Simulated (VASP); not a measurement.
Write the native input for VASP 6.6.1 that does the following.

| Quantity | Value |
| --- | --- |
| Task | relaxation of cell and atoms |
| Functional | PBE |
| Potentials or basis | VASP PAW PBE potentials, release 64 (Cs_sv, Si, Sb) |
| Cutoff | 600 eV |
| k mesh | 4 × 4 × 4 |
| Occupations | gaussian, width 0.2 eV |
| Spin | no spin polarisation |
| Dipole correction | no |
| Further INCAR settings | ALGO = Normal; EDIFF = 1e-06; IBRION = 2; EDIFFG = -0.08; NSW = 36; ISIF = 3 |

The structure of CsSi4Sb2 lies in POSCAR:

```
CsSi4Sb2
1.0
   -3.5291704600      3.5291704600      3.1149842200
    3.5291704600     -3.5291704600      3.1149842200
    3.5291704600      3.5291704600     -3.1149842200
Cs Si Sb
1 4 2
Direct
    0.0000000000      0.0000000000      0.0000000000
    0.7428534000      0.5000000000      0.2428534000
    0.5000000000      0.7428534000      0.2428534000
    0.5000000000      0.2571466000      0.7571466000
    0.2571466000      0.5000000000      0.7571466000
    0.2500000000      0.7500000000      0.5000000000
    0.7500000000      0.2500000000      0.5000000000
```

The cell was generated, and may not be a known phase.

The input as run:

INCAR

```
SYSTEM = CsSi4Sb2
PREC = Accurate
ENCUT = 600
EDIFF = 1E-6
ISMEAR = 0
SIGMA = 0.2
LREAL = .FALSE.
LASPH = .TRUE.
NELM = 60
ALGO = Normal
ISIF = 3
LWAVE = .FALSE.
LCHARG = .FALSE.
GGA = PE
IBRION = 2
NSW = 36
EDIFFG = -0.08
```

KPOINTS

```
Automatic mesh
0
G
  4 4 4
  0 0 0
```

Potentials or basis: VASP PAW PBE potentials, release 64 (Cs_sv, Si, Sb).

The run is started by

```bash
$ cat potpaw_PBE.64/Cs_sv/POTCAR potpaw_PBE.64/Si/POTCAR potpaw_PBE.64/Sb/POTCAR > POTCAR
$ mpirun -np 1 vasp_std > vasp.out
```

It gave:

| Item | Value |
| --- | --- |
| Relaxed volume | 28.84 Å³/atom |
| Relaxed cell | a = 6.405 Å, b = 6.405 Å, c = 6.405 Å, α = 110.97°, β = 110.97°, γ = 106.52° |
| Space group after relaxing (to 0.1 Å) | I4/mmm (No. 139) |
| Energy gained by relaxing | 581.2 meV/atom |
| Ionic steps | 9 |
| Pressure after relaxing | -0.1 GPa |
| Largest force after relaxing | 0.012 eV/Å |
| Band gap on the k mesh | zero (an odd number of electrons rules out a gap without spin polarisation) |

Caveat: the volume moved by over 15 % at a fixed basis, so the end points are rough; spin-orbit coupling is left out, which moves the levels of the heavy elements.

It took 15 min on 1 thread of Oxide Virtual Turin-like Processor, on a shared host, peak memory 0.33 GiB.
